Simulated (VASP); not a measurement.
Set up this calculation in VASP 6.6.1, as the native input.

```
Task                   : relaxation of cell and atoms
Functional             : PBEsol
Potentials or basis    : VASP PAW PBE potentials, release 64 (Si)
Cutoff                 : 600 eV
k mesh                 : 8 × 8 × 8
Occupations            : gaussian, width 0.01 eV
Spin                   : no spin polarisation
Target pressure        : 7 GPa
Dipole correction      : no
Further INCAR settings : ALGO = Normal; EDIFF = 1e-07; IBRION = 2; EDIFFG = -0.002; NSW = 100; ISIF = 3
```

The structure of Si lies in POSCAR:

```
Si
1.0
    0.0000000000      2.7168137247      2.7168137247
    2.7168137247      0.0000000000      2.7168137247
    2.7168137247      2.7168137247      0.0000000000
Si
2
Direct
    0.2500000000      0.2500000000      0.2500000000
    0.0000000000      0.0000000000      0.0000000000
```

The input as run:

INCAR

```
SYSTEM = Si
ALGO     = Normal         ! electronic algorithm
EDIFF    = 1E-7           ! SCF threshold, eV
EDIFFG   = -0.002         ! ionic threshold
ENCUT    = 600            ! plane-wave cutoff, eV
GGA      = PS             ! functional
IBRION   = 2              ! ionic algorithm
ISIF     = 3              ! what is computed and relaxed
ISMEAR   = 0              ! smearing method
LASPH    = .True.         ! aspherical terms in the spheres
LCHARG   = .False.        ! write CHGCAR
LREAL    = .False.        ! projectors in reciprocal space
LWAVE    = .False.        ! write WAVECAR
NELM     = 60             ! most SCF steps
NSW      = 100            ! ionic steps
PREC     = Accurate       ! precision mode
PSTRESS  = 70.0         
SIGMA    = 0.01           ! smearing width, eV
```

KPOINTS

```
k-points
0
Gamma
  8 8 8
  0 0 0
```

Potentials or basis: VASP PAW PBE potentials, release 64 (Si).

Command:

```bash
$ cat potpaw_PBE.64/Si/POTCAR > POTCAR
$ mpirun -np 1 vasp_std > vasp.out
```

It gave:

The relaxed volume is 18.81 Å³/atom, the relaxed cell is a = 3.761 Å, b = 3.761 Å, c = 3.761 Å, α = 60.00°, β = 60.00°, γ = 60.00° and the space group after relaxing (to 0.05 Å) is Fd-3m (No. 227). The energy change on relaxing (the enthalpy is what falls) is +26.1 meV/atom. The ionic steps are 6, the pressure after relaxing is 7.0 GPa and the band gap on the k mesh is 0.40 eV, indirect (least direct gap 2.54 eV).

Caveat: the cell is relaxed towards a set pressure, so the enthalpy falls and the energy may rise; the PAW data sets were made with another functional, which shifts forces and pressure a little.

It took 14 s on 1 thread of Intel(R) Xeon(R) 6975P-C (Granite Rapids) (shared host), peak memory 0.17 GiB.
